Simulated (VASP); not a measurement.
Wanted: the native input for a VASP 6.6.1 run.

```
Task                   : relaxation of cell and atoms
Functional             : PBE
Potentials or basis    : VASP PAW PBE potentials, release 64 (Be)
Cutoff                 : 600 eV
k mesh                 : 21 × 21 × 12
Occupations            : gaussian, width 0.1 eV
Spin                   : no spin polarisation
Dipole correction      : no
Further INCAR settings : ALGO = Fast; EDIFF = 1e-07; IBRION = 2; EDIFFG = -0.01; NSW = 80; ISIF = 3
```

The structure of Be lies in POSCAR:

```
Be
1.0
    2.2713217343      0.0000000000      0.0000000000
   -1.1356608671      1.9670223220      0.0000000000
    0.0000000000      0.0000000000      3.5428083780
Be
2
Direct
    0.3333333333      0.6666666667      0.2500000000
    0.6666666667      0.3333333333      0.7500000000
```

These files were run (other wordings do the same):

INCAR

```
SYSTEM = Be
PREC = Accurate
ENCUT = 600
EDIFF = 1E-7
ISMEAR = 0
SIGMA = 0.1
LREAL = .False.
LASPH = .True.
NELM = 80
ALGO = Fast
ISIF = 3
LWAVE = .False.
LCHARG = .False.
GGA = PE
IBRION = 2
NSW = 80
EDIFFG = -0.01
```

KPOINTS

```
regular mesh
0
Gamma
  21 21 12
  0 0 0
```

Potentials or basis: VASP PAW PBE potentials, release 64 (Be).

Run with:

```console
$ cat potpaw_PBE.64/Be/POTCAR > POTCAR
$ mpirun -np 1 vasp_std > vasp.out
```

It gave:

```yaml
Relaxed_volume: 7.93 Å³/atom
Relaxed_cell: a = 2.265 Å, b = 2.265 Å, c = 3.570 Å, α = 90.00°, β = 90.00°, γ = 120.00°
Space_group_after_relaxing_to_0.1_Å: P6_3/mmc (No. 194)
Energy_gained_by_relaxing: 0.6 meV/atom
Ionic_steps: 3
Pressure_after_relaxing: -0.1 GPa
Band_gap_on_the_k_mesh: zero (bands 2 and 3 overlap by 2.08 eV)
```

It took 20 s on 1 thread of Intel(R) Xeon(R) 6975P-C (Granite Rapids) (shared host), peak memory 0.15 GiB.
